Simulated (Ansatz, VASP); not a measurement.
**Two plane-wave programs on Nb**

The input INCAR:

```
SYSTEM = Nb
PREC     = Accurate       ! precision mode
ENCUT    = 520            ! plane-wave cutoff, eV
EDIFF    = 1E-7           ! SCF threshold, eV
ISMEAR   = -1             ! smearing method
SIGMA    = 0.1            ! smearing width, eV
LREAL    = .FALSE.        ! projectors in reciprocal space
LASPH    = .TRUE.         ! aspherical terms in the spheres
NELM     = 100            ! most SCF steps
ALGO     = Normal         ! electronic algorithm
ISIF     = 2              ! what is computed and relaxed
LWAVE    = .FALSE.        ! write WAVECAR
LCHARG   = .FALSE.        ! write CHGCAR
GGA      = RE             ! functional
NBANDS   = 20             ! bands
```

KPOINTS

```
regular mesh
0
G
  10 10 10
  0 0 0
```

The input POSCAR:

```
Nb
1.0
    0.0000000000      2.9366611726      2.9366611726
    2.9366611726      0.0000000000      2.9366611726
    2.9366611726      2.9366611726      0.0000000000
Nb
2
Direct
    0.1250000000      0.1250000000      0.1250000000
    0.8750000000      0.8750000000      0.8750000000
```

Input for Ansatz:

```yaml
crystal:
  lattice:
    - [0.0, 2.9366611726, 2.9366611726]
    - [2.9366611726, 0.0, 2.9366611726]
    - [2.9366611726, 2.9366611726, 0.0]
  atoms:
    - { symbol: Nb, position: [0.125, 0.125, 0.125] }
    - { symbol: Nb, position: [0.875, 0.875, 0.875] }
hamiltonian:
  xc: revpbe
  pseudopotentials:
    kind: paw
    azcp:
      Nb: "pseudopotentials/Nb.paw.azcp"
basis:
  ecutwfc: 420
  fft_grid_basis: typed
kpoints:
  mp_grid: { grid: [10, 10, 10], shift: [0, 0, 0] }
magnetization:
  spin_polarized: false
scf:
  occupations: { method: fermi_dirac, width: 0.1 }
  lower_state_search: "off"
output:
  stress: true
```

Alike in both runs: task single point; functional revPBE; k mesh 10 × 10 × 10; occupations fermi-dirac, width 0.1 eV; no spin polarisation.

|  | VASP | Ansatz |
| --- | --- | --- |
| version | VASP 6.6.1 | Ansatz 0.2.0 |
| potentials or method | VASP PAW PBE potentials, release 64 (Nb_sv), cutoff 520 eV | plane waves (420 eV) with PAW, scalar-relativistic |
| valence electrons in the cell | 26 | 26 |

```csv
,VASP,Ansatz,Ansatz less VASP
pressure (GPa),2.7,2.7,0.00
```

VASP's potentials were made for PBE, not for revPBE.
